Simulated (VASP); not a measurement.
# HgSe (F-43m) in VASP: single point with PBE-based global hybrid with 5 % exact exchange

Aim: the single point of HgSe with PBE-based global hybrid with 5 % exact exchange.

Everything below comes from runs of VASP 6.6.1. Logs are shortened: lines on timing, memory, paths and dates and some standing lists are left out, and cuts for length are marked.

### Step 1. The cell of the first run

Symmetry: F-43m, No. 216, cubic system. Conventional cell: a = 6.072 Å, b = 6.072 Å, c = 6.072 Å, α = 90.00°, β = 90.00°, γ = 90.00°. Within 3.5 Å of Hg (site symmetry -43m) lie 4 Se at 2.63 Å. Within 3.5 Å of Se (site symmetry -43m) lie 4 Hg at 2.63 Å.

### Step 2. Single point, PBE-based global hybrid with 5 % exact exchange

The input, POSCAR:

```
HgSe
1.0
    0.0000000000      3.0359996146      3.0359996146
    3.0359996146      0.0000000000      3.0359996146
    3.0359996146      3.0359996146      0.0000000000
Hg Se
1 1
Direct
    0.0000000000      0.0000000000      0.0000000000
    0.7500000000      0.7500000000      0.7500000000
```

The input, INCAR.step1:

```
ALGO = Normal
EDIFF = 1E-5
ENCUT = 400
GGA = PE
GGA_COMPAT = F
ISIF = 2
ISMEAR = 0
LASPH = T
LCHARG = F
LREAL = F
LWAVE = T
NBANDS = 16
NELM = 120
PREC = Accurate
SIGMA = 0.05
```

The input, INCAR.step2:

```
AEXX = 0.05
ALGO = Normal
EDIFF = 1E-6
ENCUT = 400
GGA = PE
GGA_COMPAT = F
ISIF = 2
ISMEAR = 0
ISTART = 1
LASPH = T
LCHARG = F
LHFCALC = T
LREAL = F
LWAVE = F
NBANDS = 16
NELM = 120
PREC = Accurate
PRECFOCK = Normal
SIGMA = 0.05
```

The input, KPOINTS:

```
k-points
0
Gamma
  6 6 6
```

Potentials or basis: VASP PAW PBE potentials, release 64 (Hg, Se).

Run with:

```console
cat potpaw_PBE.64/Hg/POTCAR potpaw_PBE.64/Se/POTCAR > POTCAR
cp INCAR.step1 INCAR
mpirun -np 1 vasp_std > vasp.out
cp INCAR.step2 INCAR
mpirun -np 1 vasp_std > vasp.out
```

OUTCAR:

```text
AEXX = 0.05
   EDIFF = 1E-6
   ENCUT = 400
   GGA = PE
   ISIF = 2
   ISMEAR = 0
   ISTART = 1
   LASPH = T
   LHFCALC = T
   LREAL = F
   NELM = 120
   PREC = Accurate
   PRECFOCK = Normal

 ion  position               nearest neighbor table
   1  0.000  0.000  0.000-   2 2.63   2 2.63   2 2.63   2 2.63
   2  0.750  0.750  0.750-   1 2.63   1 2.63   1 2.63   1 2.63

  LATTYP: Found a face centered cubic cell.
 ALAT       =     6.0719992292

  Lattice vectors:

 A1 = (   0.0000000000,   3.0359996146,   3.0359996146)
 A2 = (   3.0359996146,   0.0000000000,   3.0359996146)
 A3 = (   3.0359996146,   3.0359996146,   0.0000000000)

Analysis of symmetry for initial positions (statically):
=====================================================================
 Subroutine PRICEL returns:
 Original cell was already a primitive cell.

 Routine SETGRP: Setting up the symmetry group for a
 face centered cubic supercell.

 Subroutine GETGRP returns: Found 24 space group operations
 (whereof 24 operations were pure point group operations)
 out of a pool of 48 trial point group operations.

The static configuration has the point symmetry T_d .

Analysis of symmetry for dynamics (positions and initial velocities):
=====================================================================
 Subroutine PRICEL returns:
 Original cell was already a primitive cell.

 Routine SETGRP: Setting up the symmetry group for a
 face centered cubic supercell.

 Subroutine GETGRP returns: Found 24 space group operations
 (whereof 24 operations were pure point group operations)
 out of a pool of 48 trial point group operations.

The dynamic configuration has the point symmetry T_d .

 Subroutine INISYM returns: Found 24 space group operations
 (whereof 24 operations are pure point group operations),
 and found     1 'primitive' translations

----------------------------------------------------------------------------------------

                                     Primitive cell

  volume of cell :      55.9674

  direct lattice vectors                    reciprocal lattice vectors
     0.000000000  3.035999615  3.035999615    -0.164690403  0.164690403  0.164690403
     3.035999615  0.000000000  3.035999615     0.164690403 -0.164690403  0.164690403
     3.035999615  3.035999615  0.000000000     0.164690403  0.164690403 -0.164690403

  length of vectors
     4.293551830  4.293551830  4.293551830     0.285252145  0.285252145  0.285252145

  position of ions in fractional coordinates (direct lattice)
     0.000000000  0.000000000  0.000000000
     0.750000000  0.750000000  0.750000000

  ion indices of the primitive-cell ions
   primitive index   ion index
                 1           1
                 2           2

----------------------------------------------------------------------------------------

 KPOINTS: k-points

Automatic generation of k-mesh.
 Grid dimensions read from file:
 generate k-points for:    6    6    6

 Generating k-lattice:

  Cartesian coordinates                     Fractional coordinates (reciprocal lattice)
    -0.027448400  0.027448400  0.027448400     0.166666667  0.000000000  0.000000000
     0.027448400 -0.027448400  0.027448400     0.000000000  0.166666667  0.000000000
     0.027448400  0.027448400 -0.027448400     0.000000000  0.000000000  0.166666667

  Length of vectors
     0.047542024  0.047542024  0.047542024

  Shift w.r.t. Gamma in fractional coordinates (k-lattice)
     0.000000000  0.000000000  0.000000000

 Subroutine IBZKPT returns following result:
 ===========================================

 Found     16 irreducible k-points:

 Following reciprocal coordinates:
            Coordinates               Weight
  0.000000  0.000000  0.000000      1.000000
  0.166667  0.000000  0.000000      8.000000
  0.333333  0.000000  0.000000      8.000000
  0.500000  0.000000  0.000000      4.000000
  0.166667  0.166667  0.000000      6.000000
  0.333333  0.166667  0.000000     24.000000
[... 8 lines left out ...]
 -0.333333  0.333333  0.166667     24.000000
 -0.333333  0.500000  0.166667     12.000000
   k-points           NKPTS =     16   k-points in BZ     NKDIM =    216   number of bands    NBANDS=     16
   number of dos      NEDOS =    301   number of ions     NIONS =      2
   total plane-waves  NPLWV =  21952
   dimension x,y,z NGX =    28 NGY =   28 NGZ =   28
   dimension x,y,z NGXF=    56 NGYF=   56 NGZF=   56
   ions per type =               1   1
   NGX,Y,Z   is equivalent  to a cutoff of  10.84, 10.84, 10.84 a.u.
   NGXF,Y,Z  is equivalent  to a cutoff of  21.68, 21.68, 21.68 a.u.
 SYSTEM =  unknown system
   PREC   = accura    normal or accurate (medium, high low for compatibility)
   ISTART =      1    job   : 0-new  1-cont  2-samecut
   ICHARG =      0    charge: 1-file 2-atom 10-const
   ISPIN  =      1    spin polarized calculation?
   LNONCOLLINEAR =      F non collinear calculations
   LSORBIT =      F    spin-orbit coupling
   LASPH  =      T    aspherical Exc in radial PAW
   ENCUT  =  400.0 eV  29.40 Ry    5.42 a.u.   7.00  7.00  7.00*2*pi/ulx,y,z
   NELM   =    120;   NELMIN=  2; NELMDL=  0     # of ELM steps
   EDIFF  = 0.1E-05   stopping-criterion for ELM
   LREAL  =      F    real-space projection
   EDIFFG = 0.1E-04   stopping-criterion for IOM
   NSW    =      0    number of steps for IOM
   IBRION =     -1    ionic relax: 0-MD 1-quasi-New 2-CG
   NFREE  =      0    steps in history (QN), initial steepest desc. (CG)
   ISIF   =      2    stress and relaxation
   ISYM   =      3    0-nonsym 1-usesym 2-fastsym
   POTIM  = 0.5000    time-step for ionic-motion
   TEBEG  =    0.0;   TEEND  =   0.0 temperature during run
   PSTRESS=    0.0 pullay stress
   NELECT =      18.0000    total number of electrons
   NUPDOWN=      -1.0000    fix difference up-down
   EMIN   =  10.00;   EMAX   =-10.00  energy-range for DOS
   EFERMI =   0.00;   METHOD = LEGACY
   ISMEAR =     0;   SIGMA  =   0.05  broadening in eV -4-tet -1-fermi 0-gaus
   EFERMI_NEDOS =   21; number of points for ismear=-14 and -15
   IALGO  =     38    algorithm
   IMIX   =      1    mixing-type and parameters
     AMIX     =   0.40;   BMIX     =  1.00
     AMIX_MAG =   1.60;   BMIX_MAG =  1.00
  volume/ion in A,a.u.               =      27.98       188.84
  Fermi-wavevector in a.u.,A,eV,Ry     =   1.121641  2.119595 17.117204  1.258079
  Thomas-Fermi vector in A             =   2.258296
   LORBIT       =      0    0 simple, 1 ext, 2 COOP (PROOUT), +10 PAW based schemes
   GGA     = PE    functional components
   LHFCALC =     T    Hartree Fock is set to
   PRECFOCK=normal    Normal, Fast or Accurate (Low or Medium for compatibility)
   ENCUT4O =  -1.0   cutoff for four orbital integrals eV
   NKREDX  =     1    reduce k-point grid by
   NKREDY  =     1    reduce k-point grid by
   NKREDZ  =     1    reduce k-point grid by
   AEXX    =    0.0500 exact exchange contribution
   HFSCREEN=    0.0000 screening length (either q_TF or 0.3 A-1)
   HFSCREENC=   0.0000 screening length for correlation (either q_TF or 0.3 A-1)
   ENCUTFOCK=  -1.0 apply spherical cutoff to Coloumb kernel
   IVDW    =     0    specifies the selected vdW correction
   LEPSILON=     F    determine dielectric tensor
   LRPA    =     F    only Hartree local field effects (RPA)
 non-spin polarized calculation
 Gauss-broadening in eV      SIGMA  =   0.05
  energy-cutoff  :      400.00
  volume of cell :       55.97
 maximum number of plane-waves:      1034
  NGX = 24; NGY = 24; NGZ = 24

 number of electron      18.0000001 magnetization

 Free energy of the ion-electron system (eV)
  ---------------------------------------------------
  ext. energy  EPLUGINS =         0.00000000
  ---------------------------------------------------
  free energy    TOTEN  =        -4.33828652 eV

  energy without entropy =       -4.33792943  energy(sigma->0) =       -4.33810797

 E-fermi :   1.6783     XC(G=0):  -8.6895

 val. band max:        1.6630984657   @ k =   0.0000   0.0000   0.0000
 cond. band min:       2.7045331917   @ k =   0.1667   0.0000   0.0000
 fundamental gap:      1.0414347260
 Fermi energy:         1.6783268125

 k-point     1 :       0.0000    0.0000    0.0000
  band No.  band energies     occupation
      1     -12.1330      2.00000
      2      -5.7936      2.00000
      3      -5.7936      2.00000
      4      -5.7936      2.00000
      5      -5.0396      2.00000
      6      -5.0396      2.00000
[... 8 lines left out ...]
     15      13.3160      0.00000
     16      13.3160      0.00000

 k-point     2 :       0.1667    0.0000    0.0000
  band No.  band energies     occupation
      1     -12.0147      2.00000
      2      -5.7414      2.00000
      3      -5.7414      2.00000
      4      -5.7314      2.00000
      5      -5.0423      2.00000
      6      -5.0423      2.00000
[... 8 lines left out ...]
     15      12.2249      0.00000
     16      12.2249      0.00000

 k-point     3 :       0.3333    0.0000    0.0000
  band No.  band energies     occupation
      1     -11.7672      2.00000
      2      -5.6522      2.00000
      3      -5.6522      2.00000
      4      -5.3826      2.00000
      5      -5.0207      2.00000
      6      -5.0207      2.00000
[... 8 lines left out ...]
     15      12.5307      0.00000
     16      12.5307      0.00000

 k-point     4 :       0.5000    0.0000    0.0000
  band No.  band energies     occupation
      1     -11.6379      2.00000
      2      -5.6191      2.00000
      3      -5.6191      2.00000
      4      -4.9918      2.00000
      5      -4.9918      2.00000
      6      -4.7030      2.00000
[... 8 lines left out ...]
     15      13.8450      0.00000
     16      13.8450      0.00000
[... 172 lines left out ...]
 k-point    14 :       0.5000    0.3333    0.1667
  band No.  band energies     occupation
      1     -11.6005      2.00000
      2      -5.5686      2.00000
      3      -5.5109      2.00000
      4      -5.2929      2.00000
      5      -4.9971      2.00000
      6      -4.9029      2.00000
[... 8 lines left out ...]
     15      14.0520      0.00000
     16      14.6842      0.00000

 k-point    15 :      -0.3333    0.3333    0.1667
  band No.  band energies     occupation
      1     -11.5145      2.00000
      2      -5.5277      2.00000
      3      -5.4593      2.00000
      4      -5.1051      2.00000
      5      -5.0518      2.00000
      6      -4.5573      2.00000
[... 8 lines left out ...]
     15      13.7047      0.00000
     16      14.7740      0.00000

 k-point    16 :      -0.3333    0.5000    0.1667
  band No.  band energies     occupation
      1     -11.4721      2.00000
      2      -5.5236      2.00000
      3      -5.3681      2.00000
      4      -5.2093      2.00000
      5      -5.0026      2.00000
      6      -4.4643      2.00000
[... 8 lines left out ...]
     15      14.4763      0.00000
     16      14.6362      0.00000

------------------------ aborting loop because EDIFF is reached ----------------------------------------

  FORCE on cell =-STRESS in cart. coord.  units (eV):
  Direction    XX          YY          ZZ          XY          YZ          ZX
  --------------------------------------------------------------------------------------
  -------------------------------------------------------------------------------------
  Total        1.6705580      1.6705580      1.6705580     -0.0000000      0.0000000     -0.0000000
  in kB       47.8230215     47.8230215     47.8230215     -0.0000000      0.0000000     -0.0000000
  external PRESSURE =      47.8230215 kB  Pullay stress =       0.0000000 kB

 VOLUME and BASIS-vectors are now :
 -----------------------------------------------------------------------------
  energy-cutoff  :      400.00
  volume of cell :       55.97
      direct lattice vectors                 reciprocal lattice vectors
     0.000000000  3.035999615  3.035999615    -0.164690403  0.164690403  0.164690403
     3.035999615  0.000000000  3.035999615     0.164690403 -0.164690403  0.164690403
     3.035999615  3.035999615  0.000000000     0.164690403  0.164690403 -0.164690403

 POSITION                                       TOTAL-FORCE (eV/Angst)
 -----------------------------------------------------------------------------------
      0.00000      0.00000      0.00000        -0.000000     -0.000000     -0.000000
      4.55400      4.55400      4.55400         0.000000      0.000000      0.000000
 -----------------------------------------------------------------------------------
    total drift:                               -0.000018     -0.000016     -0.000014

  FREE ENERGIE OF THE ION-ELECTRON SYSTEM (eV)
  ---------------------------------------------------
  free  energy   TOTEN  =        -4.3382865190 eV

  energy  without entropy=       -4.3379294303  energy(sigma->0) =       -4.33810797
```

It took 29 min on 1 thread of Intel Xeon Platinum 8259CL at 2.50GHz (Skylake/Cascade Lake), shared host; peak memory 0.19 GiB.

Results:

```yaml
Free_energy: -4.3383 eV
Pressure: 4.8 GPa
Band_gap_on_the_k_mesh: zero (filled and empty bands touch)
```

Caveat: the cell stands under pressure; the PAW data sets were made with another functional, which shifts forces and pressure a little; spin-orbit coupling is left out, which moves the levels of the heavy elements.
